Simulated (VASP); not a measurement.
# Na (Im-3m) in VASP: notebook

Na is run at these levels: BLYP; tasks: single point.

All numbers are computed with VASP 6.6.1; they aren't measurements. Logs are shortened: lines on timing, memory, paths and dates and some standing lists are left out, and cuts for length are marked.

### 1 The cell of the first run

It takes space group Im-3m (No. 229, cubic). Conventional cell: a = 4.208 Å, b = 4.208 Å, c = 4.208 Å, α = 90.00°, β = 90.00°, γ = 90.00°. Within 4.8 Å of Na (site symmetry m-3m) lie 14 Na at 3.64 to 4.21 Å.

### 2 Single point, BLYP

File INCAR:

```
SYSTEM = Na
AGGAC = 1.0
AGGAX = 1.0
ALDAC = 0.0
ALDAX = 1.0
ALGO = Normal
EDIFF = 1E-6
ENCUT = 520
GGA = B5
ISIF = 2
ISMEAR = -1
LASPH = .TRUE.
LCHARG = .TRUE.
LELF = .TRUE.
LREAL = .FALSE.
LVHAR = .TRUE.
LWAVE = .FALSE.
NBANDS = 10
NELM = 100
PREC = Accurate
SIGMA = 0.1
```

File KPOINTS:

```
k-points
0
G
  11 11 11
  0 0 0
```

File POSCAR:

```
Na
1.0
   -2.1039229067      2.1039229067      2.1039229067
    2.1039229067     -2.1039229067      2.1039229067
    2.1039229067      2.1039229067     -2.1039229067
Na
1
Direct
    0.0000000000      0.0000000000      0.0000000000
```

Potentials or basis: VASP PAW PBE potentials, release 64 (Na_pv).

Run with:

```console
$ cat potpaw_PBE.64/Na_pv/POTCAR > POTCAR
$ mpirun -np 1 vasp_std > vasp.out
```

OUTCAR:

```text
SYSTEM = Na
   EDIFF = 1E-6
   ENCUT = 520
   GGA = B5
   ISIF = 2
   ISMEAR = -1
   LASPH = .TRUE.
   LREAL = .FALSE.
   NELM = 100
   PREC = Accurate

 ion  position               nearest neighbor table
   1  0.000  0.000  0.000-

  LATTYP: Found a body centered cubic cell.
 ALAT       =     4.2078458134

  Lattice vectors:

 A1 = (  -2.1039229067,   2.1039229067,   2.1039229067)
 A2 = (   2.1039229067,  -2.1039229067,   2.1039229067)
 A3 = (   2.1039229067,   2.1039229067,  -2.1039229067)

Analysis of symmetry for initial positions (statically):
=====================================================================
 Subroutine PRICEL returns:
 Original cell was already a primitive cell.

 Routine SETGRP: Setting up the symmetry group for a
 body centered cubic supercell.

 Subroutine GETGRP returns: Found 48 space group operations
 (whereof 48 operations were pure point group operations)
 out of a pool of 48 trial point group operations.

The static configuration has the point symmetry O_h .

Analysis of symmetry for dynamics (positions and initial velocities):
=====================================================================
 Subroutine PRICEL returns:
 Original cell was already a primitive cell.

 Routine SETGRP: Setting up the symmetry group for a
 body centered cubic supercell.

 Subroutine GETGRP returns: Found 48 space group operations
 (whereof 48 operations were pure point group operations)
 out of a pool of 48 trial point group operations.

The dynamic configuration has the point symmetry O_h .

 Subroutine INISYM returns: Found 48 space group operations
 (whereof 48 operations are pure point group operations),
 and found     1 'primitive' translations

----------------------------------------------------------------------------------------

                                     Primitive cell

  volume of cell :      37.2520

  direct lattice vectors                    reciprocal lattice vectors
    -2.103922907  2.103922907  2.103922907     0.000000000  0.237651293  0.237651293
     2.103922907 -2.103922907  2.103922907     0.237651293  0.000000000  0.237651293
     2.103922907  2.103922907 -2.103922907     0.237651293  0.237651293  0.000000000

  length of vectors
     3.644101370  3.644101370  3.644101370     0.336089682  0.336089682  0.336089682

  position of ions in fractional coordinates (direct lattice)
     0.000000000  0.000000000  0.000000000

  ion indices of the primitive-cell ions
   primitive index   ion index
                 1           1

----------------------------------------------------------------------------------------

 KPOINTS: k-points

Automatic generation of k-mesh.
 Grid dimensions read from file:
 generate k-points for:   11   11   11

 Generating k-lattice:

  Cartesian coordinates                     Fractional coordinates (reciprocal lattice)
     0.000000000  0.021604663  0.021604663     0.090909091  0.000000000  0.000000000
     0.021604663  0.000000000  0.021604663     0.000000000  0.090909091  0.000000000
     0.021604663  0.021604663  0.000000000     0.000000000  0.000000000  0.090909091

  Length of vectors
     0.030553607  0.030553607  0.030553607

  Shift w.r.t. Gamma in fractional coordinates (k-lattice)
     0.000000000  0.000000000  0.000000000

 Subroutine IBZKPT returns following result:
 ===========================================

 Found     56 irreducible k-points:

 Following reciprocal coordinates:
            Coordinates               Weight
  0.000000  0.000000  0.000000      1.000000
  0.090909  0.000000  0.000000     12.000000
  0.181818  0.000000  0.000000     12.000000
  0.272727  0.000000  0.000000     12.000000
  0.363636  0.000000  0.000000     12.000000
  0.454545  0.000000  0.000000     12.000000
[... 16 lines left out ...]
  0.272727  0.181818  0.090909     48.000000
  0.363636  0.181818  0.090909     24.000000
 [... further k-points ...]
   k-points           NKPTS =     56   k-points in BZ     NKDIM =     56   number of bands    NBANDS=     10
   number of dos      NEDOS =    301   number of ions     NIONS =      1
   total plane-waves  NPLWV =  21952
   dimension x,y,z NGX =    28 NGY =   28 NGZ =   28
   dimension x,y,z NGXF=    56 NGYF=   56 NGZF=   56
   ions per type =               1
   NGX,Y,Z   is equivalent  to a cutoff of  12.77, 12.77, 12.77 a.u.
   NGXF,Y,Z  is equivalent  to a cutoff of  25.55, 25.55, 25.55 a.u.
 SYSTEM =  Na
   PREC   = accura    normal or accurate (medium, high low for compatibility)
   ISTART =      0    job   : 0-new  1-cont  2-samecut
   ICHARG =      2    charge: 1-file 2-atom 10-const
   ISPIN  =      1    spin polarized calculation?
   LNONCOLLINEAR =      F non collinear calculations
   LSORBIT =      F    spin-orbit coupling
   LASPH  =      T    aspherical Exc in radial PAW
   ENCUT  =  520.0 eV  38.22 Ry    6.18 a.u.   6.78  6.78  6.78*2*pi/ulx,y,z
   NELM   =    100;   NELMIN=  2; NELMDL= -5     # of ELM steps
   EDIFF  = 0.1E-05   stopping-criterion for ELM
   LREAL  =      F    real-space projection
   EDIFFG = 0.1E-04   stopping-criterion for IOM
   NSW    =      0    number of steps for IOM
   IBRION =     -1    ionic relax: 0-MD 1-quasi-New 2-CG
   NFREE  =      0    steps in history (QN), initial steepest desc. (CG)
   ISIF   =      2    stress and relaxation
   ISYM   =      2    0-nonsym 1-usesym 2-fastsym
   POTIM  = 0.5000    time-step for ionic-motion
   TEBEG  =    0.0;   TEEND  =   0.0 temperature during run
   PSTRESS=    0.0 pullay stress
   NELECT =       7.0000    total number of electrons
   NUPDOWN=      -1.0000    fix difference up-down
   EMIN   =  10.00;   EMAX   =-10.00  energy-range for DOS
   EFERMI =   0.00;   METHOD = LEGACY
   ISMEAR =    -1;   SIGMA  =   0.10  broadening in eV -4-tet -1-fermi 0-gaus
   EFERMI_NEDOS =   21; number of points for ismear=-14 and -15
   IALGO  =     38    algorithm
   IMIX   =      4    mixing-type and parameters
     AMIX     =   0.40;   BMIX     =  1.00
     AMIX_MAG =   1.60;   BMIX_MAG =  1.00
  volume/ion in A,a.u.               =      37.25       251.39
  Fermi-wavevector in a.u.,A,eV,Ry     =   0.937687  1.771971 11.963005  0.879256
  Thomas-Fermi vector in A             =   2.064823
   LORBIT       =      0    0 simple, 1 ext, 2 COOP (PROOUT), +10 PAW based schemes
   GGA     = B5    functional components
   LHFCALC =     F    Hartree Fock is set to
   AEXX    =    0.0000 exact exchange contribution
   IVDW    =     0    specifies the selected vdW correction
   LEPSILON=     F    determine dielectric tensor
   LRPA    =     F    only Hartree local field effects (RPA)
 non-spin polarized calculation
  energy-cutoff  :      520.00
  volume of cell :       37.25
 maximum number of plane-waves:      1021
   NGX = 13   NGY = 13   NGZ = 13

 number of electron       7.0000007 magnetization

 Free energy of the ion-electron system (eV)
  ---------------------------------------------------
  ext. energy  EPLUGINS =         0.00000000
  ---------------------------------------------------
  free energy    TOTEN  =        -0.94322927 eV

  energy without entropy =       -0.92943392  energy(sigma->0) =       -0.93633160

 E-fermi :   0.7584     XC(G=0):  -6.1159

 val. band max:        0.7008390430   @ k =  -0.3636   0.4545   0.0909
 cond. band min:       0.8370055878   @ k =   0.1818   0.1818   0.1818
 fundamental gap:      0.1361665448
 Fermi energy:         0.7584268890

 k-point     1 :       0.0000    0.0000    0.0000
  band No.  band energies     occupation
      1     -24.5672      2.00000
      2     -24.5672      2.00000
      3     -24.5672      2.00000
      4      -2.5473      2.00000
      5      12.3647      0.00000
      6      12.3647      0.00000
      7      12.3647      0.00000
      8      13.4721      0.00000
      9      13.4721      0.00000
     10      13.9826      0.00000

 k-point     2 :       0.0909    0.0000    0.0000
  band No.  band energies     occupation
      1     -24.5700      2.00000
      2     -24.5681      2.00000
      3     -24.5672      2.00000
      4      -2.4020      2.00000
      5      10.7219      0.00000
      6      11.6173      0.00000
      7      11.7866      0.00000
      8      12.4804      0.00000
      9      12.8269      0.00000
     10      14.0432      0.00000

 k-point     3 :       0.1818    0.0000    0.0000
  band No.  band energies     occupation
      1     -24.5773      2.00000
      2     -24.5706      2.00000
      3     -24.5672      2.00000
      4      -1.9683      2.00000
      5       8.3779      0.00000
      6      10.6084      0.00000
      7      10.9850      0.00000
      8      11.4909      0.00000
      9      12.2836      0.00000
     10      14.3763      0.00000

 k-point     4 :       0.2727    0.0000    0.0000
  band No.  band energies     occupation
      1     -24.5869      2.00000
      2     -24.5739      2.00000
      3     -24.5671      2.00000
      4      -1.2532      2.00000
      5       6.1970      0.00000
      6       9.8063      0.00000
      7      10.3484      0.00000
      8      10.7458      0.00000
      9      11.6710      0.00000
     10      15.0252      0.00000
[... 222 lines left out ...]
 k-point    22 :       0.1818    0.1818    0.0909
  band No.  band energies     occupation
      1     -24.5936      2.00000
      2     -24.5757      2.00000
      3     -24.5715      2.00000
      4      -0.1279      1.99972
      5       5.5186      0.00000
      6       6.0407      0.00000
      7       7.5843      0.00000
      8      14.1603      0.00000
      9      14.6027      0.00000
     10      15.8337      0.00000

 k-point    23 :       0.2727    0.1818    0.0909
  band No.  band energies     occupation
      1     -24.5952      2.00000
      2     -24.5803      2.00000
      3     -24.5722      2.00000
      4       0.9730      0.20945
      5       3.9271      0.00000
      6       5.4513      0.00000
      7       7.1442      0.00000
      8      14.0497      0.00000
      9      15.1112      0.00000
     10      15.9503      0.00000

 k-point    24 :       0.3636    0.1818    0.0909
  band No.  band energies     occupation
      1     -24.5952      2.00000
      2     -24.5826      2.00000
      3     -24.5724      2.00000
      4       2.1508      0.00000
      5       2.5295      0.00000
      6       5.3043      0.00000
      7       7.0027      0.00000
      8      13.9526      0.00000
      9      15.2319      0.00000
     10      16.4319      0.00000

 [... further k-points ...]

------------------------ aborting loop because EDIFF is reached ----------------------------------------

  FORCE on cell =-STRESS in cart. coord.  units (eV):
  Direction    XX          YY          ZZ          XY          YZ          ZX
  --------------------------------------------------------------------------------------
  -------------------------------------------------------------------------------------
  Total       -0.0019420     -0.0019420     -0.0019420     -0.0000000      0.0000000     -0.0000000
  in kB       -0.0835254     -0.0835254     -0.0835254     -0.0000000      0.0000000     -0.0000000
  external PRESSURE =      -0.0835254 kB  Pullay stress =       0.0000000 kB

 VOLUME and BASIS-vectors are now :
 -----------------------------------------------------------------------------
  energy-cutoff  :      520.00
  volume of cell :       37.25
      direct lattice vectors                 reciprocal lattice vectors
    -2.103922907  2.103922907  2.103922907     0.000000000  0.237651293  0.237651293
     2.103922907 -2.103922907  2.103922907     0.237651293  0.000000000  0.237651293
     2.103922907  2.103922907 -2.103922907     0.237651293  0.237651293  0.000000000

 POSITION                                       TOTAL-FORCE (eV/Angst)
 -----------------------------------------------------------------------------------
      0.00000      0.00000      0.00000         0.000000     -0.000000      0.000000
 -----------------------------------------------------------------------------------
    total drift:                               -0.000000     -0.000000     -0.000000

  FREE ENERGIE OF THE ION-ELECTRON SYSTEM (eV)
  ---------------------------------------------------
  free  energy   TOTEN  =        -0.9432292746 eV

  energy  without entropy=       -0.9294339233  energy(sigma->0) =       -0.93633160
```

It took 11 s on 1 thread of Intel Xeon Platinum 8488C (Sapphire Rapids), shared host; peak memory 0.15 GiB.

What came out:

```yaml
Free_energy: -0.9432 eV
Pressure: 0.0 GPa
Band_gap_on_the_k_mesh: zero (an odd number of electrons rules out a gap without spin polarisation)
```

Caveat: the PAW data sets were made with another functional, which shifts forces and pressure a little.

[end of part 1 of 2]
